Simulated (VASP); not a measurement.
Input of a VASP 6.6.1 run:

The input INCAR:

```
PREC = Accurate
ENCUT = 600
EDIFF = 1E-7
ISMEAR = -1
SIGMA = 0.05
LREAL = F
LASPH = T
NELM = 80
ALGO = Normal
ISIF = 3
LWAVE = F
LCHARG = F
GGA = PS
IBRION = 2
NSW = 80
EDIFFG = -0.005
```

KPOINTS

```
regular mesh
0
Gamma
  11 11 11
```

Contents of POSCAR:

```
Ta
1.0
   -1.6512800000      1.6512800000      1.6512800000
    1.6512800000     -1.6512800000      1.6512800000
    1.6512800000      1.6512800000     -1.6512800000
Ta
1
Direct
    0.0000000000      0.0000000000      0.0000000000
```

Potentials or basis: VASP PAW PBE potentials, release 64 (Ta_pv).

Run with:

```sh
$ cat potpaw_PBE.64/Ta_pv/POTCAR > POTCAR
$ mpirun -np 1 vasp_std > vasp.out
```

Question: Predict the relaxed cell.

Answer: a = 2.841 Å, b = 2.841 Å, c = 2.841 Å, α = 109.47°, β = 109.47°, γ = 109.47°.

Question: Predict the relaxed volume.

Answer: 17.65 Å³/atom.

Question: Predict the space group after relaxing (to 0.05 Å).

Answer: Im-3m (No. 229).

Final structure:
```yaml
crystal:
  lattice:
    - [-1.64010, 1.64010, 1.64010]
    - [1.64010, -1.64010, 1.64010]
    - [1.64010, 1.64010, -1.64010]
  atoms:
    - { symbol: Ta, position: [0.00000, 0.00000, 0.00000] }
```

Caveat: the PAW data sets were made with another functional, which shifts forces and pressure a little.
